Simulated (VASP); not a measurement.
Set up this calculation in VASP 6.6.1, as the native input.

| Property | Result |
| --- | --- |
| Task | single point |
| Functional | PBEsol |
| Potentials or basis | VASP PAW PBE potentials, release 64 (Pt) |
| Cutoff | 500 eV |
| k mesh | 10 × 10 × 10 |
| Occupations | methfessel-paxton, width 0.05 eV |
| Spin | no spin polarisation |
| Dipole correction | no |
| Further INCAR settings | ALGO = Normal; EDIFF = 1e-06; NBANDS = 11 |

The structure of Pt lies in POSCAR:

```
Pt
1.0
   -1.5842200000      1.5842200000      1.5842200000
    1.5842200000     -1.5842200000      1.5842200000
    1.5842200000      1.5842200000     -1.5842200000
Pt
1
Direct
    0.0000000000      0.0000000000      0.0000000000
```

These files were run (other wordings do the same):

INCAR

```
  PREC = Accurate
  ENCUT = 500
  EDIFF = 1E-6
  ISMEAR = 1
  SIGMA = 0.05
  LREAL = F
  LASPH = T
  NELM = 120
  ALGO = Normal
  ISIF = 2
  LWAVE = F
  LCHARG = T
  GGA = PS
  LELF = T
  LVHAR = T
  NBANDS = 11
  GGA_COMPAT = F
```

KPOINTS

```
Automatic mesh
0
Gamma
  10 10 10
```

Potentials or basis: VASP PAW PBE potentials, release 64 (Pt).

Command:

```sh
$ cat potpaw_PBE.64/Pt/POTCAR > POTCAR
$ mpirun -np 1 vasp_std > vasp.out
```

Results of the run:

The pressure is -11.3 GPa. The band gap on the k mesh is zero (band 5 reaches 10.89 eV, above the bottom of band 6 at 8.82 eV).

Caveat: the PAW data sets were made with another functional, which shifts forces and pressure a little; spin-orbit coupling is left out, which moves the levels of the heavy elements.

Run time: 6.4 s on 1 thread of Intel Xeon 6975P-C, with other jobs on the host, peak memory 0.13 GiB.
